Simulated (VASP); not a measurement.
AlRu, 4 atoms in the cell. The structure is tetragonal, space group I4/mmm (No. 139). The conventional cell has a = 4.248 Å, b = 4.248 Å, c = 6.008 Å, α = 90.00°, β = 90.00°, γ = 90.00°. Al (site symmetry 4mm) has 8 Ru at 2.55 to 2.66 Å and 6 Al at 2.80 to 3.20 Å within 3.4 Å. Within 3.4 Å of Ru (site symmetry mmm) lie 8 Al at 2.55 to 2.66 Å and 6 Ru at 3.00 Å.  This cell differs from its parent crystal: atoms displaced along a vibrational mode.

| Property | Result |
| --- | --- |
| Program | VASP 6.6.1 |
| Task | single point |
| Functional | PBE |
| Potentials or basis | VASP PAW PBE potentials, release 64 (Al, Ru_pv) |
| Cutoff | 520 eV |
| k mesh | 18 × 18 × 18 |
| Occupations | gaussian, width 0.15 eV |
| Spin | no spin polarisation |
| Dipole correction | no |
| Further INCAR settings | ALGO = Fast; EDIFF = 1e-07; NBANDS = 25 |

Potentials or basis: VASP PAW PBE potentials, release 64 (Al, Ru_pv).

Command:

```sh
$ cat potpaw_PBE.64/Al/POTCAR potpaw_PBE.64/Ru_pv/POTCAR > POTCAR
$ mpirun -np 1 vasp_std > vasp.out
```

Hardware: 1 thread of Intel(R) Xeon(R) 6975P-C (Granite Rapids), on a shared host.

Q: Estimate the wall time of this run.

A: Run time: 3.7 min on 1 thread of Intel(R) Xeon(R) 6975P-C (Granite Rapids), on a shared host, peak memory 0.6 GiB. Counts: scf iterations 16, k points 480.
